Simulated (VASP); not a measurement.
A run of VASP 6.6.1 is set up as follows.

INCAR

```
SYSTEM = NaF
ALGO     = Normal         ! electronic algorithm
EDIFF    = 1E-7           ! SCF threshold, eV
ENCUT    = 520            ! plane-wave cutoff, eV
GGA      = PS             ! functional
ISIF     = 2              ! what is computed and relaxed
ISMEAR   = 0              ! smearing method
LASPH    = .TRUE.         ! aspherical terms in the spheres
LCHARG   = .FALSE.        ! write CHGCAR
LREAL    = .FALSE.        ! projectors in reciprocal space
LWAVE    = .FALSE.        ! write WAVECAR
NBANDS   = 14             ! bands
NELM     = 100            ! most SCF steps
PREC     = Accurate       ! precision mode
SIGMA    = 0.001          ! smearing width, eV
```

The input KPOINTS:

```
k-points
0
G
  6 6 6
  0 0 0
```

POSCAR

```
NaF
1.0
    2.7934852186      0.0000000000      0.0000000000
    0.0000000000      2.7934852186      0.0000000000
    0.0000000000      0.0000000000      2.7934852186
Na F
1 1
Direct
    0.0000000000      0.0000000000      0.0000000000
    0.5000000000      0.5000000000      0.5000000000
```

Potentials or basis: VASP PAW PBE potentials, release 64 (Na_pv, F).

Run with:

```bash
$ cat potpaw_PBE.64/Na_pv/POTCAR potpaw_PBE.64/F/POTCAR > POTCAR
$ mpirun -np 1 vasp_std > vasp.out
```

What does it give for the pressure?

1.4 GPa.

What does it give for the band gap on the k mesh?

5.98 eV, indirect (least direct gap 6.32 eV).

Caveat: the PAW data sets were made with another functional, which shifts forces and pressure a little. As with any semilocal functional, this PBEsol gap is likely too small.
